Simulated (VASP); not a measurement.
# Sc2Al (P6_3/mmc) in VASP: further runs

Sc2Al is run at these levels: PBEsol; tasks: single point.

Program: VASP 6.6.1. These are calculated values, not measurements. Logs are shortened: lines on timing, memory, paths and dates and some standing lists are left out, and cuts for length are marked.

**1. The cell of the first run**

Symmetry: P6_3/mmc, No. 194, hexagonal system. The conventional cell has a = 4.972 Å, b = 4.972 Å, c = 5.781 Å, α = 90.00°, β = 90.00°, γ = 120.00°. Within 3.8 Å of Sc (site symmetry -3m) lie 8 Sc at 2.89 to 3.21 Å and 6 Al at 3.21 Å. Within 3.8 Å of Sc (site symmetry -6m2) lie 5 Al at 2.87 to 2.89 Å and 6 Sc at 3.21 Å. Al (site symmetry -6m2) has 11 Sc at 2.87 to 3.21 Å within 3.8 Å.

**2. Single point, PBEsol (strain +0.025 along x and y, -0.050 along z)**

Contents of INCAR:

```
SYSTEM = Sc2Al
PREC = Accurate ; ENCUT = 520
EDIFF = 1E-6 ; ISMEAR = 0
SIGMA = 0.15 ; LREAL = .FALSE.
LASPH = .TRUE. ; NELM = 100
ALGO = Fast ; ISIF = 2
LWAVE = .FALSE. ; LCHARG = .FALSE.
GGA = PS ; NBANDS = 34
```

Contents of KPOINTS:

```
regular mesh
0
G
  12 12 8
  0 0 0
```

Contents of POSCAR:

```
Sc2Al
1.0
    4.9721714466      0.0000000000      0.0000000000
   -2.4860857233      4.3060267847      0.0000000000
    0.0000000000      0.0000000000      5.7811787542
Sc Al
4 2
Direct
    0.0000000000      0.0000000000      0.0000000000
    0.0000000000      0.0000000000      0.5000000000
    0.3333333333      0.6666666667      0.7500000000
    0.6666666667      0.3333333333      0.2500000000
    0.3333333333      0.6666666667      0.2500000000
    0.6666666667      0.3333333333      0.7500000000
```

Potentials or basis: VASP PAW PBE potentials, release 64 (Sc_sv, Al).

The run is started by

```sh
$ cat potpaw_PBE.64/Sc_sv/POTCAR potpaw_PBE.64/Al/POTCAR > POTCAR
$ mpirun -np 1 vasp_std > vasp.out
```

OUTCAR:

```text
SYSTEM = Sc2Al
   PREC = Accurate
   ENCUT = 520
   EDIFF = 1E-6
   ISMEAR = 0
   LREAL = .FALSE.
   LASPH = .TRUE.
   NELM = 100
   ISIF = 2
   GGA = PS

 ion  position               nearest neighbor table
   1  0.000  0.000  0.000-   2 2.89   2 2.89   4 3.21   5 3.21   6 3.21   3 3.21   3 3.21   5 3.21
                             4 3.21   6 3.21   4 3.21   6 3.21   3 3.21   5 3.21
   2  0.000  0.000  0.500-   1 2.89   1 2.89   4 3.21   5 3.21   6 3.21   3 3.21   3 3.21   5 3.21
                             4 3.21   6 3.21   4 3.21   6 3.21   3 3.21   5 3.21
   3  0.333  0.667  0.750-   6 2.87   6 2.87   6 2.87   5 2.89   5 2.89   1 3.21   2 3.21   2 3.21
                             1 3.21   2 3.21   1 3.21
   4  0.667  0.333  0.250-   5 2.87   5 2.87   5 2.87   6 2.89   6 2.89   1 3.21   2 3.21   1 3.21
                             2 3.21   1 3.21   2 3.21
   5  0.333  0.667  0.250-   4 2.87   4 2.87   4 2.87   3 2.89   3 2.89   1 3.21   2 3.21   2 3.21
                             1 3.21   2 3.21   1 3.21
   6  0.667  0.333  0.750-   3 2.87   3 2.87   3 2.87   4 2.89   4 2.89   1 3.21   2 3.21   1 3.21
                             2 3.21   1 3.21   2 3.21

  LATTYP: Found a hexagonal cell.
 ALAT       =     4.9721714466
 C/A-ratio  =     1.1627070418

  Lattice vectors:

 A1 = (   4.9721714466,   0.0000000000,   0.0000000000)
 A2 = (  -2.4860857233,   4.3060267847,   0.0000000000)
 A3 = (   0.0000000000,   0.0000000000,   5.7811787542)

Analysis of symmetry for initial positions (statically):
=====================================================================
 Subroutine PRICEL returns:
 Original cell was already a primitive cell.

 Routine SETGRP: Setting up the symmetry group for a
 hexagonal supercell.

 Subroutine GETGRP returns: Found 24 space group operations
 (whereof 12 operations were pure point group operations)
 out of a pool of 24 trial point group operations.

The static configuration has the point symmetry D_3d.
 The point group associated with its full space group is D_6h.

Analysis of symmetry for dynamics (positions and initial velocities):
=====================================================================
 Subroutine PRICEL returns:
 Original cell was already a primitive cell.

 Routine SETGRP: Setting up the symmetry group for a
 hexagonal supercell.

 Subroutine GETGRP returns: Found 24 space group operations
 (whereof 12 operations were pure point group operations)
 out of a pool of 24 trial point group operations.

[... 99 lines left out ...]
 SYSTEM =  Sc2Al
   PREC   = accura    normal or accurate (medium, high low for compatibility)
   ISTART =      0    job   : 0-new  1-cont  2-samecut
   ICHARG =      2    charge: 1-file 2-atom 10-const
   ISPIN  =      1    spin polarized calculation?
   LNONCOLLINEAR =      F non collinear calculations
   LSORBIT =      F    spin-orbit coupling
   LASPH  =      T    aspherical Exc in radial PAW
   ENCUT  =  520.0 eV  38.22 Ry    6.18 a.u.   9.24  9.24 10.75*2*pi/ulx,y,z
   NELM   =    100;   NELMIN=  2; NELMDL= -5     # of ELM steps
   EDIFF  = 0.1E-05   stopping-criterion for ELM
   LREAL  =      F    real-space projection
[... 7 lines left out ...]
   TEBEG  =    0.0;   TEEND  =   0.0 temperature during run
   PSTRESS=    0.0 pullay stress
   NELECT =      50.0000    total number of electrons
   NUPDOWN=      -1.0000    fix difference up-down
   EMIN   =  10.00;   EMAX   =-10.00  energy-range for DOS
   EFERMI =   0.00;   METHOD = LEGACY
   ISMEAR =     0;   SIGMA  =   0.15  broadening in eV -4-tet -1-fermi 0-gaus
   EFERMI_NEDOS =   21; number of points for ismear=-14 and -15
   IALGO  =     68    algorithm
   IMIX   =      4    mixing-type and parameters
     AMIX     =   0.40;   BMIX     =  1.00
     AMIX_MAG =   1.60;   BMIX_MAG =  1.00
  volume/ion in A,a.u.               =      20.63       139.21
  Fermi-wavevector in a.u.,A,eV,Ry     =   1.210185  2.286918 19.926381  1.464548
  Thomas-Fermi vector in A             =   2.345739
   LORBIT       =      0    0 simple, 1 ext, 2 COOP (PROOUT), +10 PAW based schemes
   GGA     = PS    functional components
   LHFCALC =     F    Hartree Fock is set to
   AEXX    =    0.0000 exact exchange contribution
   IVDW    =     0    specifies the selected vdW correction
   LEPSILON=     F    determine dielectric tensor
   LRPA    =     F    only Hartree local field effects (RPA)
 non-spin polarized calculation
 RMM-DIIS sequential band-by-band and
 Gauss-broadening in eV      SIGMA  =   0.15
  energy-cutoff  :      520.00
  volume of cell :      123.78
 maximum number of plane-waves:      3357
 NGX is ok and might be reduce to    40
   NGX = 19   NGY = 19   NGZ = 21

 number of electron      50.0000005 magnetization

 Free energy of the ion-electron system (eV)
  ---------------------------------------------------
  ext. energy  EPLUGINS =         0.00000000
  ---------------------------------------------------
  free energy    TOTEN  =       -36.55635006 eV

  energy without entropy =      -36.47803191  energy(sigma->0) =      -36.51719099

 E-fermi :   4.8998     XC(G=0): -10.3146

 val. band max:        4.8969712929   @ k =   0.0833   0.0833   0.3750
 cond. band min:       4.9019192298   @ k =   0.1667   0.0000   0.1250
 fundamental gap:      0.0049479368
 Fermi energy:         4.8997905184

 k-point     1 :       0.0000    0.0000    0.0000
  band No.  band energies     occupation
      1     -44.2293      2.00000
      2     -44.1534      2.00000
      3     -44.1374      2.00000
      4     -44.1265      2.00000
      5     -23.2513      2.00000
      6     -23.0632      2.00000
[... 877 lines left out ...]
     33       7.0812      0.00000
     34       7.4899      0.00000

 [... further k-points ...]
[... 5 lines left out ...]
  --------------------------------------------------------------------------------------
  -------------------------------------------------------------------------------------
  Total       -2.6505855     -2.6505855      5.4924158      0.0000000      0.0000000      0.0000000
  in kB      -34.3094044    -34.3094044     71.0942978      0.0000000      0.0000000      0.0000000
  external PRESSURE =       0.8251630 kB  Pullay stress =       0.0000000 kB

 VOLUME and BASIS-vectors are now :
 -----------------------------------------------------------------------------
  energy-cutoff  :      520.00
  volume of cell :      123.78
      direct lattice vectors                 reciprocal lattice vectors
     4.972171447  0.000000000  0.000000000     0.201119372  0.116116324  0.000000000
    -2.486085723  4.306026785  0.000000000     0.000000000  0.232232647  0.000000000
     0.000000000  0.000000000  5.781178754     0.000000000  0.000000000  0.172975105

 POSITION                                       TOTAL-FORCE (eV/Angst)
 -----------------------------------------------------------------------------------
      0.00000      0.00000      0.00000         0.000000      0.000000      0.000000
      0.00000      0.00000      2.89059         0.000000      0.000000      0.000000
     -0.00000      2.87068      4.33588        -0.000000      0.000000      0.000000
      2.48609      1.43534      1.44529         0.000000     -0.000000      0.000000
     -0.00000      2.87068      1.44529         0.000000      0.000000      0.000000
      2.48609      1.43534      4.33588        -0.000000      0.000000      0.000000
 -----------------------------------------------------------------------------------
    total drift:                                0.000000     -0.000000      0.000000

  FREE ENERGIE OF THE ION-ELECTRON SYSTEM (eV)
  ---------------------------------------------------
  free  energy   TOTEN  =       -36.5563500602 eV

  energy  without entropy=      -36.4780319141  energy(sigma->0) =      -36.51719099
```

Wall time 5.9 min (1 thread of Intel Xeon 6975P-C (Granite Rapids), shared host); peak memory 0.47 GiB.

Results:

* Free energy: -36.5564 eV
* Pressure: 0.1 GPa
* Band gap on the k mesh: zero (bands 25 and 26 overlap by 0.76 eV)

Stress tensor (GPa, compression positive):
```
-3.43  0.00  0.00
 0.00 -3.43  0.00
 0.00  0.00  7.11
```

Levels at points of the mesh, in eV from the Fermi level:
| k point | band 23 | band 24 | band 25 | band 26 | band 27 | band 28 |
| --- | --- | --- | --- | --- | --- | --- |
| (0.00, 0.00, 0.00) | -0.64 | -0.64 | -0.28 | -0.28 | -0.18 | -0.18 |
| (0.50, 0.00, 0.00) | -0.99 | -0.71 | -0.70 | 0.24 | 0.31 | 0.58 |
| (0.00, 0.00, 0.50) | -0.83 | -0.83 | 0.15 | 0.15 | 0.15 | 0.15 |
| (0.50, 0.00, 0.50) | -1.00 | -1.00 | 0.28 | 0.28 | 0.54 | 0.54 |

Caveat: the cell differs from its parent crystal (strain +0.025 along x and y, -0.050 along z); the stress differs along the axes, from -3 to 7 GPa; the PAW data sets were made with another functional, which shifts forces and pressure a little.

**3. Single point, PBEsol (strain +0.000 along x and y, +0.025 along z)**

Contents of INCAR:

```
PREC     = Accurate       # precision mode
ENCUT    = 520            # plane-wave cutoff, eV
EDIFF    = 1E-6           # SCF threshold, eV
ISMEAR   = 0              # smearing method
SIGMA    = 0.15           # smearing width, eV
LREAL    = F              # projectors in reciprocal space
LASPH    = T              # aspherical terms in the spheres
NELM     = 80             # most SCF steps
ALGO     = Fast           # electronic algorithm
ISIF     = 2              # what is computed and relaxed
LWAVE    = F              # write WAVECAR
LCHARG   = F              # write CHGCAR
GGA      = PS             # functional
NBANDS   = 34             # bands
```

Contents of KPOINTS:

```
regular mesh
0
Gamma
  12 12 8
```

POSCAR: that of step 2 with these lines changed.

```diff
@@ -2,5 +2,5 @@
 1.0
-    4.9721714466      0.0000000000      0.0000000000
-   -2.4860857233      4.3060267847      0.0000000000
-    0.0000000000      0.0000000000      5.7811787542
+    4.8508989722      0.0000000000      0.0000000000
+   -2.4254494861      4.2010017412      0.0000000000
+    0.0000000000      0.0000000000      6.2375876032
 Sc Al
```

Potentials or basis: VASP PAW PBE potentials, release 64 (Sc_sv, Al).

The run is started by

```sh
$ cat potpaw_PBE.64/Sc_sv/POTCAR potpaw_PBE.64/Al/POTCAR > POTCAR
$ mpirun -np 1 vasp_std > vasp.out
```

OUTCAR:

```text
PREC = Accurate
   ENCUT = 520
   EDIFF = 1E-6
   ISMEAR = 0
   LREAL = F
   LASPH = T
   NELM = 80
   ISIF = 2
   GGA = PS

 ion  position               nearest neighbor table
   1  0.000  0.000  0.000-   2 3.12   2 3.12   4 3.21   5 3.21   6 3.21   3 3.21   4 3.21   6 3.21
                             3 3.21   5 3.21   4 3.21   6 3.21   3 3.21   5 3.21
   2  0.000  0.000  0.500-   1 3.12   1 3.12   4 3.21   5 3.21   6 3.21   3 3.21   4 3.21   6 3.21
                             3 3.21   5 3.21   4 3.21   6 3.21   3 3.21   5 3.21
   3  0.333  0.667  0.750-   6 2.80   6 2.80   6 2.80   5 3.12   5 3.12   1 3.21   2 3.21   2 3.21
                             1 3.21   2 3.21   1 3.21
   4  0.667  0.333  0.250-   5 2.80   5 2.80   5 2.80   6 3.12   6 3.12   1 3.21   2 3.21   1 3.21
                             2 3.21   1 3.21   2 3.21
   5  0.333  0.667  0.250-   4 2.80   4 2.80   4 2.80   3 3.12   3 3.12   1 3.21   2 3.21   2 3.21
                             1 3.21   2 3.21   1 3.21
   6  0.667  0.333  0.750-   3 2.80   3 2.80   3 2.80   4 3.12   4 3.12   1 3.21   2 3.21   1 3.21
                             2 3.21   1 3.21   2 3.21

  LATTYP: Found a hexagonal cell.
 ALAT       =     4.8508989722
 C/A-ratio  =     1.2858621956

  Lattice vectors:

 A1 = (   4.8508989722,   0.0000000000,   0.0000000000)
 A2 = (  -2.4254494861,   4.2010017412,   0.0000000000)
 A3 = (   0.0000000000,   0.0000000000,   6.2375876032)

Analysis of symmetry for initial positions (statically):
=====================================================================
 Subroutine PRICEL returns:
 Original cell was already a primitive cell.

 Routine SETGRP: Setting up the symmetry group for a
 hexagonal supercell.

 Subroutine GETGRP returns: Found 24 space group operations
 (whereof 12 operations were pure point group operations)
 out of a pool of 24 trial point group operations.

The static configuration has the point symmetry D_3d.
 The point group associated with its full space group is D_6h.

Analysis of symmetry for dynamics (positions and initial velocities):
=====================================================================
 Subroutine PRICEL returns:
[... 139 lines left out ...]
  volume/ion in A,a.u.               =      21.19       142.97
  Fermi-wavevector in a.u.,A,eV,Ry     =   1.199502  2.266730 19.576126  1.438805
  Thomas-Fermi vector in A             =   2.335363
   LORBIT       =      0    0 simple, 1 ext, 2 COOP (PROOUT), +10 PAW based schemes
   GGA     = PS    functional components
   LHFCALC =     F    Hartree Fock is set to
   AEXX    =    0.0000 exact exchange contribution
   IVDW    =     0    specifies the selected vdW correction
   LEPSILON=     F    determine dielectric tensor
   LRPA    =     F    only Hartree local field effects (RPA)
 non-spin polarized calculation
 RMM-DIIS sequential band-by-band and
 Gauss-broadening in eV      SIGMA  =   0.15
  energy-cutoff  :      520.00
  volume of cell :      127.11
 maximum number of plane-waves:      3449
   NGX = 19   NGY = 19   NGZ = 23

 number of electron      49.9999989 magnetization

 Free energy of the ion-electron system (eV)
  ---------------------------------------------------
  ext. energy  EPLUGINS =         0.00000000
  ---------------------------------------------------
  free energy    TOTEN  =       -36.73065653 eV

  energy without entropy =      -36.64235913  energy(sigma->0) =      -36.68650783

 E-fermi :   4.7739     XC(G=0): -10.2043

 val. band max:        4.7735098673   @ k =   0.0833   0.0833   0.3750
 cond. band min:       4.7746349488   @ k =   0.0000   0.0000   0.1250
 fundamental gap:      0.0011250815
 Fermi energy:         4.7739279854

 k-point     1 :       0.0000    0.0000    0.0000
  band No.  band energies     occupation
      1     -44.5232      2.00000
      2     -44.4738      2.00000
      3     -44.4198      2.00000
      4     -44.4075      2.00000
      5     -23.3557      2.00000
      6     -23.3410      2.00000
[... 877 lines left out ...]
     33       6.7969      0.00000
     34       7.2338      0.00000

 [... further k-points ...]
[... 5 lines left out ...]
  --------------------------------------------------------------------------------------
  -------------------------------------------------------------------------------------
  Total       -0.4885947     -0.4885947     -2.5176993      0.0000000      0.0000000      0.0000000
  in kB       -6.1583954     -6.1583954    -31.7338448      0.0000000      0.0000000      0.0000000
  external PRESSURE =     -14.6835452 kB  Pullay stress =       0.0000000 kB

 VOLUME and BASIS-vectors are now :
 -----------------------------------------------------------------------------
  energy-cutoff  :      520.00
  volume of cell :      127.11
      direct lattice vectors                 reciprocal lattice vectors
     4.850898972  0.000000000  0.000000000     0.206147357  0.119019232  0.000000000
    -2.425449486  4.201001741  0.000000000     0.000000000  0.238038464  0.000000000
     0.000000000  0.000000000  6.237587603     0.000000000  0.000000000  0.160318390

 POSITION                                       TOTAL-FORCE (eV/Angst)
 -----------------------------------------------------------------------------------
      0.00000      0.00000      0.00000         0.000000     -0.000000      0.000000
      0.00000      0.00000      3.11879         0.000000     -0.000000      0.000000
     -0.00000      2.80067      4.67819        -0.000000      0.000000      0.000000
      2.42545      1.40033      1.55940         0.000000     -0.000000      0.000000
     -0.00000      2.80067      1.55940         0.000000      0.000000      0.000000
      2.42545      1.40033      4.67819         0.000000      0.000000      0.000000
 -----------------------------------------------------------------------------------
    total drift:                                0.000000     -0.000000      0.000000

  FREE ENERGIE OF THE ION-ELECTRON SYSTEM (eV)
  ---------------------------------------------------
  free  energy   TOTEN  =       -36.7306565278 eV

  energy  without entropy=      -36.6423591300  energy(sigma->0) =      -36.68650783
```

OSZICAR:

```text
N       E                     dE             d eps       ncg     rms          rms(c)
DAV:   1     0.843300274512E+03    0.84330E+03   -0.21204E+04  6508   0.148E+03
DAV:   2     0.330512692459E+02   -0.81025E+03   -0.79695E+03  9364   0.670E+02
DAV:   3    -0.384170691854E+02   -0.71468E+02   -0.68826E+02 11028   0.244E+02
[... 12 lines left out ...]
RMM:  16    -0.367306461824E+02   -0.16771E-04   -0.17459E-04  9464   0.430E-02    0.933E-03
RMM:  17    -0.367306521226E+02   -0.59402E-05   -0.70090E-05  8272   0.290E-02    0.216E-03
RMM:  18    -0.367306553068E+02   -0.31842E-05   -0.27604E-05  7205   0.188E-02    0.628E-03
RMM:  19    -0.367306557623E+02   -0.45546E-06   -0.11887E-05  6581   0.159E-02    0.278E-03
RMM:  20    -0.367306565278E+02   -0.76557E-06   -0.57529E-06  6212   0.110E-02
   1 F= -.36730657E+02 E0= -.36686508E+02  d E =-.882974E-01
```

It took 4.6 min on 1 thread of Intel Xeon 6975P-C (Granite Rapids), shared host; peak memory 0.45 GiB.

Results:

* Free energy: -36.7307 eV
* Pressure: -1.5 GPa
* Band gap on the k mesh: zero (bands 25 and 26 overlap by 0.73 eV)

Stress tensor (GPa, compression positive):
```
-0.62  0.00  0.00
 0.00 -0.62  0.00
 0.00  0.00 -3.17
```

Caveat: the cell differs from its parent crystal (strain +0.000 along x and y, +0.025 along z); the PAW data sets were made with another functional, which shifts forces and pressure a little.

(Part 1 of 2 ends here.)
